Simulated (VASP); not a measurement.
Input of a VASP 6.6.1 run:

The input INCAR:

```
SYSTEM = Sc
PREC = Accurate
ENCUT = 520
EDIFF = 1E-6
ISMEAR = -1
SIGMA = 0.05
LREAL = .FALSE.
LASPH = .TRUE.
NELM = 60
ALGO = Normal
ISIF = 2
LWAVE = .FALSE.
LCHARG = .FALSE.
GGA = PE
IVDW = 12
NBANDS = 24
ISYM = 0
```

KPOINTS

```
Automatic mesh
0
Gamma
  8 8 11
  0.5 0.5 0.5
```

The input POSCAR:

```
Sc
1.0
    4.8365697325      0.0000000000      0.0000000000
   -2.4182848662      4.1885922555      0.0000000000
    0.0000000000      0.0000000000      3.0459062202
Sc
3
Direct
    0.0000000000      0.0000000000      0.0000000000
    0.3333333333      0.6666666667      0.5000000000
    0.6666666667      0.3333333333      0.5000000000
```

Potentials or basis: VASP PAW PBE potentials, release 64 (Sc_sv).

Run with:

```console
$ cat potpaw_PBE.64/Sc_sv/POTCAR > POTCAR
$ mpirun -np 1 vasp_std > vasp.out
```

Task: What does it give for the band gap on the k mesh?

Result: Zero (an odd number of electrons rules out a gap without spin polarisation).

Task: Predict the dispersion energy per atom.

Result: -0.468 eV.

Task: What does it give for the pressure?

Result: 8.5 GPa.

Stress tensor (GPa, compression positive):
```
8.48 0.00 0.00
0.00 8.48 0.00
0.00 0.00 8.58
```

Caveat: the cell stands under pressure.
